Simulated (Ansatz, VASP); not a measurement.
Two plane-wave programs on WSe2

```
Se W
1.0
     3.28552    0.00000    0.00000
    -1.64276    2.84534    0.00000
     0.00000    0.00000   32.73749
Se W
2 1
Direct
  0.33333 0.66667 0.44854
  0.33333 0.66667 0.55146
  0.66667 0.33333 0.50000
```

Alike in both runs: task single point; functional r2SCAN; k mesh 12 × 12 × 1; occupations gaussian, width 0.02 eV; no spin polarisation.

```csv
,VASP,Ansatz
version,VASP 6.6.1,Ansatz 0.2.0
potentials or method,"VASP PAW PBE potentials, release 64 (Se, W_sv), cutoff 520 eV","scalar-relativistic, plane waves, PAW"
valence electrons in the cell,26,46
```

```tsv
	VASP	Ansatz	Ansatz less VASP
gap on the k mesh at the Fermi level (eV)	1.79	1.79	+0.002
least direct gap on the mesh (eV)	1.79	1.79	+0.002
rms of the force components (eV/Å)	0.093	0.114	+0.0215
```

VASP's potentials were made for PBE, not for r2SCAN. VASP's potentials hold 26 valence electrons a cell and Ansatz's 46, so a difference there can come from the potentials and not from the codes. Ansatz's warnings: xc potential rough in thin density.

Neither program's run includes spin-orbit coupling.
